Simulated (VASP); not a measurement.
# Cd (P6_3/mmc) in VASP: notebook, part 2 of 2

VASP 6.6.1.

## 3. Relaxation of volume and atoms at fixed shape, PBEsol

This run uses another cell than the first one, of 21.59 Å³/atom.

INCAR reads:

```
PREC = Accurate
ENCUT = 500
EDIFF = 1E-7
ISMEAR = 1
SIGMA = 0.1
LREAL = F
LASPH = T
NELM = 120
ALGO = Normal
ISIF = 8
LWAVE = F
LCHARG = F
GGA = PS
IBRION = 2
NSW = 80
EDIFFG = -0.02
GGA_COMPAT = F
NELMIN = 4
```

KPOINTS reads:

```
regular mesh
0
Gamma
  9 9 4
```

POSCAR reads:

```
Cd
1.0
    2.9788700000      0.0000000000      0.0000000000
   -1.4894350000      2.5797770000      0.0000000000
    0.0000000000      0.0000000000      5.6176500000
Cd
2
Direct
    0.3333333333      0.6666666667      0.2500000000
    0.6666666667      0.3333333333      0.7500000000
```

Potentials or basis: VASP PAW PBE potentials, release 64 (Cd).

Started as:

```
cat potpaw_PBE.64/Cd/POTCAR > POTCAR
mpirun -np 1 vasp_std > vasp.out
```

OUTCAR:

```text
PREC = Accurate
   ENCUT = 500
   EDIFF = 1E-7
   ISMEAR = 1
   LREAL = F
   LASPH = T
   NELM = 120
   ISIF = 8
   GGA = PS
   IBRION = 2
   NSW = 80
   EDIFFG = -0.02
   NELMIN = 4

 ion  position               nearest neighbor table
   1  0.333  0.667  0.250-   2 3.29   2 3.29   2 3.29   2 3.29   2 3.29   2 3.29
   2  0.667  0.333  0.750-   1 3.29   1 3.29   1 3.29   1 3.29   1 3.29   1 3.29

  LATTYP: Found a hexagonal cell.
 ALAT       =     2.9788700000
 C/A-ratio  =     1.8858325472

  Lattice vectors:

 A1 = (   2.9788700000,   0.0000000000,   0.0000000000)
 A2 = (  -1.4894350000,   2.5797770000,   0.0000000000)
 A3 = (   0.0000000000,   0.0000000000,   5.6176500000)

Analysis of symmetry for initial positions (statically):
=====================================================================
 Subroutine PRICEL returns:
 Original cell was already a primitive cell.

 Routine SETGRP: Setting up the symmetry group for a
 hexagonal supercell.

 Subroutine GETGRP returns: Found 24 space group operations
 (whereof 12 operations were pure point group operations)
 out of a pool of 24 trial point group operations.

The static configuration has the point symmetry D_3d.
 The point group associated with its full space group is D_6h.

Analysis of symmetry for dynamics (positions and initial velocities):
=====================================================================
 Subroutine PRICEL returns:
 Original cell was already a primitive cell.

 Routine SETGRP: Setting up the symmetry group for a
 hexagonal supercell.

 Subroutine GETGRP returns: Found 24 space group operations
 (whereof 12 operations were pure point group operations)
 out of a pool of 24 trial point group operations.

The dynamic configuration has the point symmetry D_3d.
 The point group associated with its full space group is D_6h.

 Subroutine INISYM returns: Found 24 space group operations
 (whereof 12 operations are pure point group operations),
 and found     1 'primitive' translations

----------------------------------------------------------------------------------------

                                     Primitive cell

  volume of cell :      43.1706

  direct lattice vectors                    reciprocal lattice vectors
     2.978870000  0.000000000  0.000000000     0.335697765  0.193815202  0.000000000
    -1.489435000  2.579777000  0.000000000     0.000000000  0.387630404  0.000000000
     0.000000000  0.000000000  5.617650000     0.000000000  0.000000000  0.178010378

  length of vectors
     2.978870000  2.978869918  5.617650000     0.387630393  0.387630404  0.178010378

  position of ions in fractional coordinates (direct lattice)
     0.333333333  0.666666667  0.250000000
     0.666666667  0.333333333  0.750000000

  ion indices of the primitive-cell ions
   primitive index   ion index
[... 97 lines left out ...]
  Thomas-Fermi vector in A             =   2.473974
   LORBIT       =      0    0 simple, 1 ext, 2 COOP (PROOUT), +10 PAW based schemes
   GGA     = PS    functional components
   LHFCALC =     F    Hartree Fock is set to
   AEXX    =    0.0000 exact exchange contribution
   IVDW    =     0    specifies the selected vdW correction
   LEPSILON=     F    determine dielectric tensor
   LRPA    =     F    only Hartree local field effects (RPA)
 conjugate gradient relaxation of ions
 non-spin polarized calculation
 Methfessel and Paxton  Order N= 1 SIGMA  =   0.10
  energy-cutoff  :      500.00
  volume of cell :       43.17
 maximum number of plane-waves:      1130
 NGX is ok and might be reduce to    24
   NGX = 11   NGY = 11   NGZ = 21

--------------------------------------- Ionic step        1  -------------------------------------------

 number of electron      23.9999993 magnetization

 Free energy of the ion-electron system (eV)
  ---------------------------------------------------
  ext. energy  EPLUGINS =         0.00000000
  ---------------------------------------------------
  free energy    TOTEN  =        -2.35681136 eV

  energy without entropy =       -2.35588736  energy(sigma->0) =       -2.35650336

------------------------ aborting loop because EDIFF is reached ----------------------------------------

  FORCE on cell =-STRESS in cart. coord.  units (eV):
  Direction    XX          YY          ZZ          XY          YZ          ZX
  --------------------------------------------------------------------------------------
  -------------------------------------------------------------------------------------
  Total       -0.3468527     -0.3468527      0.1257152      0.0000000     -0.0000000      0.0000000
  in kB      -12.8726294    -12.8726285      4.6656281      0.0000000     -0.0000000      0.0000000
  external PRESSURE =      -7.0265433 kB  Pullay stress =       0.0000000 kB

 VOLUME and BASIS-vectors are now :
 -----------------------------------------------------------------------------
  energy-cutoff  :      500.00
  volume of cell :       43.17
      direct lattice vectors                 reciprocal lattice vectors
     2.978870000  0.000000000  0.000000000     0.335697765  0.193815202  0.000000000
    -1.489435000  2.579777000  0.000000000     0.000000000  0.387630404  0.000000000
     0.000000000  0.000000000  5.617650000     0.000000000  0.000000000  0.178010378

 POSITION                                       TOTAL-FORCE (eV/Angst)
 -----------------------------------------------------------------------------------
     -0.00000      1.71985      1.40441        -0.000000      0.000000      0.000000
      1.48944      0.85993      4.21324         0.000000     -0.000000      0.000000
 -----------------------------------------------------------------------------------
    total drift:                               -0.000000      0.000000     -0.000000

  FREE ENERGIE OF THE ION-ELECTRON SYSTEM (eV)
  ---------------------------------------------------
  free  energy   TOTEN  =        -2.3568113555 eV

  energy  without entropy=       -2.3558873573  energy(sigma->0) =       -2.35650336

--------------------------------------- Ionic step        2  -------------------------------------------

 number of electron      24.0000001 magnetization

 Free energy of the ion-electron system (eV)
  ---------------------------------------------------
  ext. energy  EPLUGINS =         0.00000000
  ---------------------------------------------------
  free energy    TOTEN  =        -2.35825271 eV

  energy without entropy =       -2.35703931  energy(sigma->0) =       -2.35784824

 E-fermi :   3.1419     XC(G=0): -11.2816

 val. band max:        3.0024833623   @ k =   0.3333   0.1111   0.0000
 cond. band min:       3.1453159693   @ k =   0.4444   0.1111   0.5000
 fundamental gap:      0.1428326070
 Fermi energy:         3.1418756455

 k-point     1 :       0.0000    0.0000    0.0000
  band No.  band energies     occupation
      1      -7.0063      2.00000
      2      -6.7311      2.00000
      3      -6.3312      2.00000
      4      -6.3312      2.00000
      5      -6.2777      2.00000
      6      -6.2777      2.00000
[... 433 lines left out ...]
      3      -6.4454      2.00000
      4      -6.2232      2.00000
      5      -6.1607      2.00000
      6      -6.1607      2.00000
[... 8 lines left out ...]
     15       5.8308      0.00000
     16       6.2308      0.00000

 [... further k-points ...]
[... 5 lines left out ...]
  --------------------------------------------------------------------------------------
  -------------------------------------------------------------------------------------
  Total       -0.1664369     -0.1664369      0.2770560      0.0000000      0.0000000      0.0000000
  in kB       -6.2623235     -6.2623231     10.4244582      0.0000000      0.0000000      0.0000000
  external PRESSURE =      -0.7000628 kB  Pullay stress =       0.0000000 kB

 VOLUME and BASIS-vectors are now :
 -----------------------------------------------------------------------------
  energy-cutoff  :      500.00
  volume of cell :       42.58
      direct lattice vectors                 reciprocal lattice vectors
     2.965265823  0.000000000  0.000000000     0.337237894  0.194704396  0.000000000
    -1.482632911  2.567995437  0.000000000     0.000000000  0.389408792  0.000000000
     0.000000000  0.000000000  5.591994799     0.000000000  0.000000000  0.178827062

 POSITION                                       TOTAL-FORCE (eV/Angst)
 -----------------------------------------------------------------------------------
     -0.00000      1.71200      1.39800        -0.000000      0.000000      0.000000
      1.48263      0.85600      4.19400         0.000000     -0.000000      0.000000
 -----------------------------------------------------------------------------------
    total drift:                               -0.000000      0.000000     -0.000000

  FREE ENERGIE OF THE ION-ELECTRON SYSTEM (eV)
  ---------------------------------------------------
  free  energy   TOTEN  =        -2.3582527141 eV

  energy  without entropy=       -2.3570393056  energy(sigma->0) =       -2.35784824

 reached required accuracy - stopping structural energy minimisation
```

CONTCAR:

```text
Cd
   1.00000000000000
     2.9652658226065167    0.0000000000000000    0.0000000000000000
    -1.4826329113032584    2.5679954372115503    0.0000000000000000
     0.0000000000000000    0.0000000000000000    5.5919947994929275
  Cd
     2
Direct
     0.3333333332999970    0.6666666667000030    0.2500000000000000
     0.6666666667000030    0.3333333332999970    0.7500000000000000

  0.00000000E+00  0.00000000E+00  0.00000000E+00
  0.00000000E+00  0.00000000E+00  0.00000000E+00
```

Run time: 34 s. Hardware: 1 thread of AMD EPYC 7R43 (Zen 3), shared host; peak memory 0.14 GiB.

Results:

- Free energy: -2.3583 eV
- Relaxed volume: 21.29 Å³/atom
- Relaxed cell: a = 2.965 Å, b = 2.965 Å, c = 5.592 Å, α = 90.00°, β = 90.00°, γ = 120.00°
- Space group after relaxing (to 0.1 Å): P6_3/mmc (No. 194)
- Energy gained by relaxing: 0.7 meV/atom
- Ionic steps: 2
- Pressure after relaxing: -0.1 GPa
- Band gap on the k mesh: zero (bands 12 and 13 overlap by 4.05 eV)

Stress tensor (GPa, compression positive):
```
-0.63  0.00  0.00
 0.00 -0.63  0.00
 0.00  0.00  1.04
```

The path:
```
step  energy change (eV)  largest force (eV/Å)  pressure (GPa)  volume (Å³)
   1              0.0000                0.0000           -0.70        43.17
   2             -0.0014                0.0000           -0.07        42.58
```

Final structure:
```yaml
crystal:
  lattice:
    - [2.96527, 0.00000, 0.00000]
    - [-1.48263, 2.56800, 0.00000]
    - [0.00000, 0.00000, 5.59199]
  atoms:
    - { symbol: Cd, position: [0.33333, 0.66667, 0.25000] }
    - { symbol: Cd, position: [0.66667, 0.33333, 0.75000] }
```

Caveat: the PAW data sets were made with another functional, which shifts forces and pressure a little.
